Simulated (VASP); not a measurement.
# SnSe (C2/m) in VASP: a series of runs

Runs on SnSe. Level: PBE. Tasks: single point.

All numbers are computed with VASP 6.6.1; they aren't measurements. Logs are shortened: lines on timing, memory, paths and dates and some standing lists are left out, and cuts for length are marked.

## Step 1: The cell of the first run

It takes space group C2/m (No. 12, monoclinic). Conventional cell: a = 7.320 Å, b = 4.286 Å, c = 4.286 Å, α = 90.00°, β = 124.10°, γ = 90.00°. Sn (site symmetry 2/m) has 6 Se at 3.03 Å within 4.0 Å. Se (site symmetry 2/m) has 6 Sn at 3.03 Å within 4.0 Å.

## Step 2: Single point, PBE (shear of c along a, cell held: +3.0 %)

INCAR

```
PREC = Accurate ; ENCUT = 520
EDIFF = 1E-6 ; ISMEAR = 0
SIGMA = 0.02 ; LREAL = False
LASPH = True ; NELM = 60
ALGO = Normal ; ISIF = 2
LWAVE = False ; LCHARG = True
GGA = PE ; LELF = True
LVHAR = True ; NBANDS = 28
```

KPOINTS

```
Automatic mesh
0
Gamma
  8 8 6
```

POSCAR

```
SnSe
1.0
    3.0307985898      3.0307985898      0.0000000000
   -3.0307985898      3.0307985898      0.0000000000
    0.1285858941      0.1285858941      6.0615971796
Sn Se
2 2
Direct
    0.0000000000      0.0000000000      0.0000000000
    0.5000000000      0.5000000000      0.5000000000
    0.5000000000      0.5000000000      0.0000000000
    0.0000000000      0.0000000000      0.5000000000
```

Potentials or basis: VASP PAW PBE potentials, release 64 (Sn_d, Se).

Started as:

```bash
$ cat potpaw_PBE.64/Sn_d/POTCAR potpaw_PBE.64/Se/POTCAR > POTCAR
$ mpirun -np 1 vasp_std > vasp.out
```

OUTCAR:

```text
PREC = Accurate
   ENCUT = 520
   EDIFF = 1E-6
   ISMEAR = 0
   LREAL = False
   LASPH = True
   NELM = 60
   ISIF = 2
   GGA = PE

 ion  position               nearest neighbor table
   1  0.000  0.000  0.000-   3 3.03   3 3.03   3 3.03   3 3.03   4 3.03   4 3.03
   2  0.500  0.500  0.500-   4 3.03   4 3.03   4 3.03   4 3.03   3 3.03   3 3.03
   3  0.500  0.500  0.000-   1 3.03   1 3.03   1 3.03   1 3.03   2 3.03   2 3.03
   4  0.000  0.000  0.500-   2 3.03   2 3.03   2 3.03   2 3.03   1 3.03   1 3.03

  LATTYP: Found a simple monoclinic cell.
 ALAT       =     4.2861964705
 B/A-ratio  =     1.0000000000
 C/A-ratio  =     1.4148498154
 COS(beta)  =    -0.0299865091

  Lattice vectors:

 A1 = (   3.0307985898,   3.0307985898,   0.0000000000)
 A2 = (   3.0307985898,  -3.0307985898,   0.0000000000)
 A3 = (  -0.1285858941,  -0.1285858941,  -6.0615971796)

Analysis of symmetry for initial positions (statically):
=====================================================================
 Subroutine PRICEL returns following result:

  LATTYP: Found a base centered monoclinic cell.
 ALAT       =     7.3204260416
 B/A-ratio  =     0.5855118877
 C/A-ratio  =     0.5855118877
 COS(beta)  =    -0.5606707221

  Lattice vectors:

 A1 = (  -2.9665056428,   0.0642929471,   3.0307985898)
 A2 = (   0.0642929470,  -2.9665056428,   3.0307985898)
 A3 = (   3.0307985898,   3.0307985898,  -0.0000000000)

   2 primitive cells build up your supercell.

 Routine SETGRP: Setting up the symmetry group for a
 simple monoclinic supercell.

 Subroutine GETGRP returns: Found  4 space group operations
 (whereof  4 operations were pure point group operations)
 out of a pool of  4 trial point group operations.

The static configuration has the point symmetry C_2h.

Analysis of symmetry for dynamics (positions and initial velocities):
=====================================================================
 Subroutine PRICEL returns following result:

  LATTYP: Found a base centered monoclinic cell.
 ALAT       =     7.3204260416
 B/A-ratio  =     0.5855118877
 C/A-ratio  =     0.5855118877
 COS(beta)  =    -0.5606707221

  Lattice vectors:

 A1 = (  -2.9665056428,   0.0642929471,   3.0307985898)
 A2 = (   0.0642929470,  -2.9665056428,   3.0307985898)
 A3 = (   3.0307985898,   3.0307985898,  -0.0000000000)

   2 primitive cells build up your supercell.

 Routine SETGRP: Setting up the symmetry group for a
 simple monoclinic supercell.

 Subroutine GETGRP returns: Found  4 space group operations
 (whereof  4 operations were pure point group operations)
 out of a pool of  4 trial point group operations.

The dynamic configuration has the point symmetry C_2h.

 Subroutine INISYM returns: Found  4 space group operations
 (whereof  4 operations are pure point group operations),
 and found     2 'primitive' translations

----------------------------------------------------------------------------------------

                                     Primitive cell

  volume of cell :      55.6803

  direct lattice vectors                    reciprocal lattice vectors
    -2.966505643  0.064292947  3.030798590    -0.164973021  0.164973021  0.164973021
     0.064292947 -2.966505643  3.030798590     0.164973021 -0.164973021  0.164973021
     3.030798590  3.030798590 -0.000000000     0.164973021  0.164973021  0.157973809

  length of vectors
     4.241465478  4.241465478  4.286196471     0.285741655  0.285741655  0.281758620

  position of ions in fractional coordinates (direct lattice)
     0.000000000  0.000000000  0.000000000
     0.500000000  0.500000000  0.500000000

  ion indices of the primitive-cell ions
   primitive index   ion index
                 1           1
                 2           4

----------------------------------------------------------------------------------------

 KPOINTS: Automatic mesh

Automatic generation of k-mesh.
 Grid dimensions read from file:
 generate k-points for:    8    8    6

 Generating k-lattice:

  Cartesian coordinates                     Fractional coordinates (reciprocal lattice)
     0.020621628  0.020621628 -0.000874902     0.125000000  0.000000000 -0.000000000
    -0.020621628  0.020621628  0.000000000     0.000000000  0.125000000  0.000000000
     0.000000000  0.000000000  0.027495504     0.000000000  0.000000000  0.166666667

  Length of vectors
     0.029176506  0.029163386  0.027495504

  Shift w.r.t. Gamma in fractional coordinates (k-lattice)
     0.000000000  0.000000000  0.000000000

 Subroutine IBZKPT returns following result:
 ===========================================

 Found    130 irreducible k-points:

 Following reciprocal coordinates:
            Coordinates               Weight
  0.000000  0.000000  0.000000      1.000000
  0.125000  0.000000  0.000000      2.000000
  0.250000  0.000000  0.000000      2.000000
  0.375000  0.000000 -0.000000      2.000000
  0.500000  0.000000  0.000000      1.000000
  0.000000  0.125000  0.000000      2.000000
[... 16 lines left out ...]
  0.250000  0.500000 -0.000000      2.000000
  0.375000  0.500000  0.000000      2.000000
 [... further k-points ...]
   k-points           NKPTS =    130   k-points in BZ     NKDIM =    130   number of bands    NBANDS=     28
   number of dos      NEDOS =    301   number of ions     NIONS =      4
   total plane-waves  NPLWV =  49152
   dimension x,y,z NGX =    32 NGY =   32 NGZ =   48
   dimension x,y,z NGXF=    64 NGYF=   64 NGZF=   96
   ions per type =               2   2
   NGX,Y,Z   is equivalent  to a cutoff of  12.41, 12.41, 13.16 a.u.
   NGXF,Y,Z  is equivalent  to a cutoff of  24.82, 24.82, 26.32 a.u.
 SYSTEM =  unknown system
   PREC   = accura    normal or accurate (medium, high low for compatibility)
   ISTART =      0    job   : 0-new  1-cont  2-samecut
   ICHARG =      2    charge: 1-file 2-atom 10-const
   ISPIN  =      1    spin polarized calculation?
   LNONCOLLINEAR =      F non collinear calculations
   LSORBIT =      F    spin-orbit coupling
   LASPH  =      T    aspherical Exc in radial PAW
   ENCUT  =  520.0 eV  38.22 Ry    6.18 a.u.   7.97  7.97 11.28*2*pi/ulx,y,z
   NELM   =     60;   NELMIN=  2; NELMDL= -5     # of ELM steps
   EDIFF  = 0.1E-05   stopping-criterion for ELM
   LREAL  =      F    real-space projection
   EDIFFG = 0.1E-04   stopping-criterion for IOM
   NSW    =      0    number of steps for IOM
   IBRION =     -1    ionic relax: 0-MD 1-quasi-New 2-CG
   NFREE  =      0    steps in history (QN), initial steepest desc. (CG)
   ISIF   =      2    stress and relaxation
   ISYM   =      2    0-nonsym 1-usesym 2-fastsym
   POTIM  = 0.5000    time-step for ionic-motion
   TEBEG  =    0.0;   TEEND  =   0.0 temperature during run
   PSTRESS=    0.0 pullay stress
   NELECT =      40.0000    total number of electrons
   NUPDOWN=      -1.0000    fix difference up-down
   EMIN   =  10.00;   EMAX   =-10.00  energy-range for DOS
   EFERMI =   0.00;   METHOD = LEGACY
   ISMEAR =     0;   SIGMA  =   0.02  broadening in eV -4-tet -1-fermi 0-gaus
   EFERMI_NEDOS =   21; number of points for ismear=-14 and -15
   IALGO  =     38    algorithm
   IMIX   =      4    mixing-type and parameters
     AMIX     =   0.40;   BMIX     =  1.00
     AMIX_MAG =   1.60;   BMIX_MAG =  1.00
  volume/ion in A,a.u.               =      27.84       187.87
  Fermi-wavevector in a.u.,A,eV,Ry     =   1.163727  2.199125 18.425831  1.354260
  Thomas-Fermi vector in A             =   2.300273
   LORBIT       =      0    0 simple, 1 ext, 2 COOP (PROOUT), +10 PAW based schemes
   GGA     = PE    functional components
   LHFCALC =     F    Hartree Fock is set to
   AEXX    =    0.0000 exact exchange contribution
   IVDW    =     0    specifies the selected vdW correction
   LEPSILON=     F    determine dielectric tensor
   LRPA    =     F    only Hartree local field effects (RPA)
 non-spin polarized calculation
 Gauss-broadening in eV      SIGMA  =   0.02
  energy-cutoff  :      520.00
  volume of cell :      111.36
 maximum number of plane-waves:      3024
   NGX = 15   NGY = 15   NGZ = 23

 number of electron      40.0000025 magnetization

 Free energy of the ion-electron system (eV)
  ---------------------------------------------------
  ext. energy  EPLUGINS =         0.00000000
  ---------------------------------------------------
  free energy    TOTEN  =       -16.43016301 eV

  energy without entropy =      -16.43016301  energy(sigma->0) =      -16.43016301

 E-fermi :   5.5785     XC(G=0):  -9.5044

 val. band max:        5.4710875025   @ k =   0.5000   0.0000   0.5000
 cond. band min:       5.6733416056   @ k =   0.5000   0.0000   0.3333
 fundamental gap:      0.2022541031
 Fermi energy:         5.5784940789

 k-point     1 :       0.0000    0.0000    0.0000
  band No.  band energies     occupation
      1     -16.2731      2.00000
      2     -16.2565      2.00000
      3     -16.2526      2.00000
      4     -16.2522      2.00000
      5     -16.2500      2.00000
      6     -16.2473      2.00000
[... 20 lines left out ...]
     27      11.0628      0.00000
     28      11.2432      0.00000

 k-point     2 :       0.1250    0.0000    0.0000
  band No.  band energies     occupation
      1     -16.2713      2.00000
      2     -16.2549      2.00000
      3     -16.2522      2.00000
      4     -16.2522      2.00000
      5     -16.2488      2.00000
      6     -16.2473      2.00000
[... 20 lines left out ...]
     27      11.0458      0.00000
     28      11.1630      0.00000

 k-point     3 :       0.2500    0.0000    0.0000
  band No.  band energies     occupation
      1     -16.2667      2.00000
      2     -16.2524      2.00000
      3     -16.2517      2.00000
      4     -16.2506      2.00000
      5     -16.2487      2.00000
      6     -16.2467      2.00000
[... 616 lines left out ...]
      3     -16.2531      2.00000
      4     -16.2531      2.00000
      5     -16.2452      2.00000
      6     -16.2452      2.00000
[... 20 lines left out ...]
     27      10.8107      0.00000
     28      10.8107      0.00000

 k-point    24 :       0.3750    0.5000    0.0000
  band No.  band energies     occupation
      1     -16.2706      2.00000
      2     -16.2706      2.00000
      3     -16.2559      2.00000
      4     -16.2559      2.00000
      5     -16.2420      2.00000
      6     -16.2420      2.00000
[... 20 lines left out ...]
     27      10.8042      0.00000
     28      10.8042      0.00000

 [... further k-points ...]

------------------------ aborting loop because EDIFF is reached ----------------------------------------

  FORCE on cell =-STRESS in cart. coord.  units (eV):
  Direction    XX          YY          ZZ          XY          YZ          ZX
  --------------------------------------------------------------------------------------
  -------------------------------------------------------------------------------------
  Total       -0.0561283     -0.0561283     -0.0339673     -0.0139073     -0.2746221     -0.2746220
  in kB       -0.8075350     -0.8075350     -0.4886971     -0.2000883     -3.9510710     -3.9510702
  external PRESSURE =      -0.7012557 kB  Pullay stress =       0.0000000 kB

 VOLUME and BASIS-vectors are now :
 -----------------------------------------------------------------------------
  energy-cutoff  :      520.00
  volume of cell :      111.36
      direct lattice vectors                 reciprocal lattice vectors
     3.030798590  3.030798590  0.000000000     0.164973021  0.164973021 -0.006999213
    -3.030798590  3.030798590  0.000000000    -0.164973021  0.164973021  0.000000000
     0.128585894  0.128585894  6.061597180     0.000000000  0.000000000  0.164973021

 POSITION                                       TOTAL-FORCE (eV/Angst)
 -----------------------------------------------------------------------------------
      0.00000      0.00000      0.00000         0.000000     -0.000000      0.000000
      0.06429      3.09509      3.03080        -0.000000      0.000000      0.000000
      0.00000      3.03080      0.00000         0.000000     -0.000000     -0.000000
      0.06429      0.06429      3.03080         0.000000     -0.000000     -0.000000
 -----------------------------------------------------------------------------------
    total drift:                               -0.000000      0.000000     -0.000000

  FREE ENERGIE OF THE ION-ELECTRON SYSTEM (eV)
  ---------------------------------------------------
  free  energy   TOTEN  =       -16.4301630110 eV

  energy  without entropy=      -16.4301630110  energy(sigma->0) =      -16.43016301
```

Run time: 5.9 min. Hardware: 1 thread of Oxide Virtual Turin-like, shared host; peak memory 0.42 GiB.

What came out:

| Item | Value |
| --- | --- |
| Free energy | -16.4302 eV |
| Pressure | -0.1 GPa |
| Band gap on the k mesh | 0.20 eV |

Caveat: the cell differs from its parent crystal (shear of c along a, cell held: +3.0 %); semilocal functionals underestimate gaps, and a narrow one can read as zero; spin-orbit coupling is left out, which moves the levels of the heavy elements.

## Step 3: Single point, PBE (shear of c along a, cell held: +4.5 %)

INCAR

```
SYSTEM = SnSe
  PREC = Accurate
  ENCUT = 520
  EDIFF = 1E-6
  ISMEAR = 0
  SIGMA = 0.02
  LREAL = .FALSE.
  LASPH = .TRUE.
  NELM = 60
  ALGO = Normal
  ISIF = 2
  LWAVE = .FALSE.
  LCHARG = .FALSE.
  GGA = PE
  NBANDS = 28
```

KPOINTS

```
regular mesh
0
G
  8 8 6
  0 0 0
```

Changes to POSCAR since step 2:

```diff
@@ -4,3 +4,3 @@
    -3.0307985898      3.0307985898      0.0000000000
-    0.1285858941      0.1285858941      6.0615971796
+    0.1928788412      0.1928788412      6.0615971796
 Sn Se
```

Potentials or basis: VASP PAW PBE potentials, release 64 (Sn_d, Se).

Started as:

```bash
$ cat potpaw_PBE.64/Sn_d/POTCAR potpaw_PBE.64/Se/POTCAR > POTCAR
$ mpirun -np 1 vasp_std > vasp.out
```

Run time: 4.8 min. Hardware: 1 thread of Oxide Virtual Turin-like, shared host; peak memory 0.42 GiB.

Results (log left out):

- Free energy: -16.4229 eV
- Pressure: -0.1 GPa
- Band gap on the k mesh: 0.12 eV

Stress tensor (GPa, compression positive):
```
-0.09 -0.04 -0.59
-0.04 -0.09 -0.59
-0.59 -0.59 -0.07
```

Levels at points of the mesh, in eV from the valence-band top:
| k point | band 16 | band 17 | band 18 | band 19 | band 20 | band 21 | band 22 | band 23 | band 24 | band 25 |
| --- | --- | --- | --- | --- | --- | --- | --- | --- | --- | --- |
| (0.00, 0.00, 0.00) | -3.69 | -3.68 | -2.46 | -2.28 | -2.10 | 2.95 | 4.04 | 4.09 | 4.13 | 4.99 |
| (0.50, 0.00, 0.00) | -4.00 | -2.17 | -2.17 | -0.76 | -0.76 | 1.00 | 1.00 | 1.57 | 1.57 | 4.05 |
| (0.00, 0.50, 0.00) | -4.01 | -2.17 | -2.17 | -0.76 | -0.76 | 0.99 | 0.99 | 1.55 | 1.55 | 4.07 |
| (0.50, 0.50, 0.00) | -5.48 | -3.84 | -3.84 | -3.53 | -3.53 | 2.96 | 2.96 | 4.99 | 4.99 | 5.11 |
| (0.00, 0.00, 0.50) | -3.06 | -3.05 | -3.05 | -1.82 | -1.82 | 1.90 | 1.90 | 3.83 | 3.83 | 4.23 |
| (0.50, 0.00, 0.50) | -2.09 | -1.99 | -1.91 | -0.31 | 0.00 | 0.19 | 0.50 | 0.91 | 0.99 | 1.22 |
| (0.00, 0.50, 0.50) | -2.11 | -1.97 | -1.97 | -0.17 | -0.17 | 0.35 | 0.35 | 1.04 | 1.04 | 1.21 |
| (0.50, 0.50, 0.50) | -4.73 | -4.72 | -4.72 | -0.98 | -0.98 | 1.30 | 1.30 | 4.58 | 4.58 | 4.59 |

Caveat: the cell differs from its parent crystal (shear of c along a, cell held: +4.5 %); semilocal functionals underestimate gaps, and a narrow one can read as zero; spin-orbit coupling is left out, which moves the levels of the heavy elements. A k mesh can miss the band edges.
